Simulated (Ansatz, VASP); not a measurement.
One calculation of Mo3H, two programs

File INCAR:

```
SYSTEM = Mo3H
PREC     = Accurate       ! precision mode
ENCUT    = 600            ! plane-wave cutoff, eV
EDIFF    = 1E-7           ! SCF threshold, eV
ISMEAR   = 0              ! smearing method
SIGMA    = 0.2            ! smearing width, eV
LREAL    = .FALSE.        ! projectors in reciprocal space
LASPH    = .TRUE.         ! aspherical terms in the spheres
NELM     = 60             ! most SCF steps
ALGO     = Normal         ! electronic algorithm
ISIF     = 3              ! what is computed and relaxed
LWAVE    = .FALSE.        ! write WAVECAR
LCHARG   = .FALSE.        ! write CHGCAR
GGA      = PE             ! functional
IBRION   = 2              ! ionic algorithm
NSW      = 36             ! ionic steps
EDIFFG   = -0.08          ! ionic threshold
```

The input KPOINTS:

```
Automatic mesh
0
G
  5 5 5
  0 0 0
```

The input POSCAR:

```
Mo3H
1.0
    4.1569271400      0.0000000000      0.0000000000
    0.0000000000      4.1569271400      0.0000000000
    0.0000000000      0.0000000000      3.8299294400
H Mo
1 3
Direct
    0.0000000000      0.0000000000      0.0000000000
    0.5000000000      0.5000000000      0.5000000000
    0.0000000000      0.5000000000      0.5000000000
    0.5000000000      0.0000000000      0.5000000000
```

Input for Ansatz:

```yaml
crystal:
  lattice:
    - [4.15692714, 0.0, 0.0]
    - [0.0, 4.15692714, 0.0]
    - [0.0, 0.0, 3.82992944]
  atoms:
    - { symbol: H, position: [0.0, 0.0, 0.0] }
    - { symbol: Mo, position: [0.5, 0.5, 0.5] }
    - { symbol: Mo, position: [0.0, 0.5, 0.5] }
    - { symbol: Mo, position: [0.5, 0.0, 0.5] }
basis:
  ecutwfc: 420
kpoints:
  mp_grid: { grid: [5, 5, 5] }
hamiltonian:
  xc: pbe
scf:
  occupations: { method: gaussian, width: 0.2 }
  lower_state_search: "off"
output:
  forces: true
  stress: true
  eigenvalues: true
relax:
  adjacent_minimum: "off"
  f_tol: 0.08
  max_steps: 16
  cell: { stress_tol: 0.8 }
```

Alike in both runs: task relaxation of cell and atoms; functional PBE; k mesh 5 × 5 × 5; occupations gaussian, width 0.2 eV; no spin polarisation.

|  | VASP | Ansatz |
| --- | --- | --- |
| version | VASP 6.6.1 | Ansatz 0.2.0 |
| potentials or method | VASP PAW PBE potentials, release 64 (H, Mo_sv), cutoff 600 eV | scalar-relativistic, plane waves, PAW |
| valence electrons in the cell | 43 | 43 |

|  | VASP | Ansatz | Ansatz less VASP |
| --- | --- | --- | --- |
| gap on the k mesh at the Fermi level, each at its own relaxed structure (eV) | none | none | - |
| relaxed volume (Å³/atom) | 15.66 | 15.64 | -0.015 |
| relaxed length of the cell vector where the two differ most in proportion (Å) | 2.574 | 2.565 | -0.0083 |

A gap of «none» marks a metal or a gap that the smearing closes.
